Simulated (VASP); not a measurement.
A run of VASP 6.6.1 is set up as follows.

The input INCAR:

```
SYSTEM = Cs2RhC
PREC = Accurate
ENCUT = 520
EDIFF = 1E-7
ISMEAR = 0
SIGMA = 0.1
LREAL = .False.
LASPH = .True.
NELM = 150
ALGO = Normal
ISIF = 2
LWAVE = .False.
LCHARG = .False.
ISPIN = 2
MAGMOM = 0 0 1 0
LORBIT = 11
LMAXMIX = 4
GGA = PE
NBANDS = 30
```

Contents of KPOINTS:

```
Automatic mesh
0
Gamma
  3 3 4
  0 0 0
```

Contents of POSCAR:

```
Cs2RhC
1.0
    6.0626576909      0.0000000000      0.0000000000
   -3.0313288454      5.2504155747      0.0000000000
    0.0000000000      0.0000000000      3.8558513713
Cs Rh C
2 1 1
Direct
    0.3333333333      0.6666666667      0.0000000000
    0.6666666667      0.3333333333      0.0000000000
    0.0000000000      0.0000000000      0.5000000000
    0.0000000000      0.0000000000      0.0000000000
```

Potentials or basis: VASP PAW PBE potentials, release 64 (Cs_sv, Rh_pv, C).

Command:

```sh
$ cat potpaw_PBE.64/Cs_sv/POTCAR potpaw_PBE.64/Rh_pv/POTCAR potpaw_PBE.64/C/POTCAR > POTCAR
$ mpirun -np 1 vasp_std > vasp.out
```

Task: Estimate the pressure.

Result: 0.3 GPa.

Task: Estimate the net moment.

Result: 0.00 μB per cell.

Stress tensor (GPa, compression positive):
```
0.46 0.00 0.00
0.00 0.46 0.00
0.00 0.00 0.10
```

Caveat: the k points lie up to 0.41 Å⁻¹ apart.
